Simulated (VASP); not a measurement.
Here is a VASP 6.6.1 calculation.

Contents of INCAR:

```
SYSTEM = Ca3SbP
ALGO = Normal ; EDIFF = 1E-6
ENCUT = 520 ; GGA = CA
ISIF = 2 ; ISMEAR = 0
LASPH = .True. ; LCHARG = .False.
LREAL = .False. ; LWAVE = .False.
NBANDS = 28 ; NELM = 100
PREC = Accurate ; SIGMA = 0.05
```

The input KPOINTS:

```
k-points
0
Gamma
  6 6 6
  0 0 0
```

The input POSCAR:

```
Ca3SbP
1.0
    5.2952063624      0.0000000000      0.0000000000
    0.0000000000      5.2952063624      0.0000000000
    0.0000000000      0.0000000000      5.2952063624
Ca Sb P
3 1 1
Direct
    0.0000000000      0.5000000000      0.5000000000
    0.5000000000      0.0000000000      0.5000000000
    0.5000000000      0.5000000000      0.0000000000
    0.0000000000      0.0000000000      0.0000000000
    0.5000000000      0.5000000000      0.5000000000
```

Potentials or basis: VASP PAW LDA potentials, release 64 (Ca_sv, Sb, P).

The run is started by

```bash
$ cat potpaw_LDA.64/Ca_sv/POTCAR potpaw_LDA.64/Sb/POTCAR potpaw_LDA.64/P/POTCAR > POTCAR
$ mpirun -np 1 vasp_std > vasp.out
```

Problem. What does it give for the band gap on the k mesh?

Solution. 0.52 eV, direct.

Problem. What does it give for the pressure?

Solution. -0.9 GPa.

Caveat: spin-orbit coupling is left out, which moves the levels of the heavy elements. As with any semilocal functional, this LDA gap is likely too small.
